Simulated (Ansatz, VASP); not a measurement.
**Two plane-wave programs on C**

Contents of POSCAR:

```
C
1.0
    2.5688887225      0.0000000000      0.0000000000
   -1.2844443613      2.2247228932      0.0000000000
    0.0000000000      0.0000000000      4.2313878940
C
4
Direct
    0.3333333333      0.6666666667     -0.0004103490
    0.6666666667      0.3333333333      0.4995896510
    0.3333333333      0.6666666667      0.3744103490
    0.6666666667      0.3333333333      0.8744103490
```

The input INCAR.step1:

```
ALGO = Normal ; EDIFF = 1E-4
ENCUT = 520 ; GGA = PE
ISMEAR = 0 ; LASPH = True
LCHARG = False ; LREAL = False
LWAVE = True ; NELM = 80
PREC = Accurate ; SIGMA = 0.02
```

Contents of INCAR.step2:

```
ALGO = Normal ; EDIFF = 1E-6
EDIFFG = -0.002 ; ENCUT = 520
IBRION = 2 ; ISIF = 2
ISMEAR = 0 ; ISTART = 1
LASPH = True ; LCHARG = False
LMIXTAU = True ; LREAL = False
LWAVE = False ; METAGGA = R2SCAN
NELM = 80 ; NSW = 60
PREC = Accurate ; SIGMA = 0.02
```

KPOINTS

```
k-points
0
Gamma
  9 9 6
```

Input for Ansatz:

```yaml
crystal:
  lattice:
    - [2.5688887225, 0.0, 0.0]
    - [-1.2844443613, 2.2247228932, 0.0]
    - [0.0, 0.0, 4.231387894]
  atoms:
    - { symbol: C, position: [0.3333333333, 0.6666666667, -0.000410349] }
    - { symbol: C, position: [0.6666666667, 0.3333333333, 0.499589651] }
    - { symbol: C, position: [0.3333333333, 0.6666666667, 0.374410349] }
    - { symbol: C, position: [0.6666666667, 0.3333333333, 0.874410349] }
basis:
  ecutwfc: 500
kpoints:
  mp_grid: { grid: [9, 9, 6] }
hamiltonian:
  xc: r2scan
  pseudopotentials: { kind: paw, azcp: { folder: soft_1 } }
scf:
  occupations: { method: gaussian, width: 0.02 }
output:
  forces: true
  stress: true
  eigenvalues: true
relax:
  adjacent_minimum: "off"
  f_tol: 0.002
  max_steps: 40
```

Change from the starting cell: strained cell.

Alike in both runs: task relaxation of the atoms; functional r2SCAN; k mesh 9 × 9 × 6; occupations gaussian, width 0.02 eV; no spin polarisation.

|  | VASP | Ansatz |
| --- | --- | --- |
| version | VASP 6.6.1 | Ansatz 0.2.0 |
| potentials or method | VASP PAW PBE potentials, release 64 (C), cutoff 520 eV | scalar-relativistic, plane waves, PAW |
| valence electrons in the cell | 16 | 16 |

|  | VASP | Ansatz | Ansatz less VASP |
| --- | --- | --- | --- |
| gap on the k mesh at the Fermi level, each at its own relaxed structure (eV) | 3.79 | 3.83 | +0.038 |

VASP's potentials were made for PBE, not for r2SCAN. Ansatz's warnings: stress scf threshold loose.
